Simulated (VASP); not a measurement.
## Ni: single point with PBE

Ni, a slab with vacuum:

```
Ni
1.0
     2.48804    0.00000    0.00000
    -1.24402    2.15470    0.00000
     0.00000    0.00000   26.15740
Ni
6
Direct
  0.16667 0.33333 0.30584
  0.50000 0.00000 0.38350
  0.83333 0.66667 0.46117
  0.16667 0.33333 0.53883
  0.50000 0.00000 0.61650
  0.83333 0.66667 0.69416
```

```
Program                : VASP 6.6.1
Task                   : single point
Functional             : PBE
Potentials or basis    : VASP PAW PBE potentials, release 64 (Ni)
Cutoff                 : 520 eV
k mesh                 : 19 × 19 × 1
Occupations            : fermi-dirac, width 0.05 eV
Spin                   : collinear spin, ferromagnetic start
Starting moments       : [1.0, 1.0, 1.0, 1.0, 1.0, 1.0] μB
Dipole correction      : yes
Further INCAR settings : ALGO = Normal; EDIFF = 1e-06; NBANDS = 43
```

```json
{
 "Largest force": "0.151 eV/Å",
 "Net moment": "3.88 μB per cell",
 "Site moments": "Ni +0.67, +0.64 (each value once) μB",
 "Valence electrons inside the program's atomic spheres": "Ni 9.17, 9.30, 9.31 (each value once)"
}
```

Forces on the atoms (eV/Å):
```
Ni   0.000  0.000  0.151
Ni   0.000  0.000 -0.124
Ni   0.000  0.000 -0.034
Ni   0.000  0.000  0.034
Ni   0.000  0.000  0.124
Ni   0.000  0.000 -0.151
```

Levels at points of the mesh, in eV from the Fermi level:
Spin up:
| k point | band 29 | band 30 | band 31 | band 32 | band 33 | band 34 | band 35 | band 36 |
| --- | --- | --- | --- | --- | --- | --- | --- | --- |
| (0.00, 0.00, 0.00) | -1.16 | -0.91 | -0.91 | -0.70 | -0.70 | -0.62 | -0.62 | -0.31 |
Spin down:
```
           k point  band 22  band 23  band 24  band 25  band 26  band 27  band 28  band 29  band 30  band 31
(0.00, 0.00, 0.00)    -1.34    -1.34    -0.69    -0.69    -0.64    -0.64    -0.48    -0.48    -0.22    -0.22
```

It took 15 min on 1 thread of Intel(R) Xeon(R) 6975P-C (Granite Rapids), with other jobs on the host, peak memory 0.51 GiB.
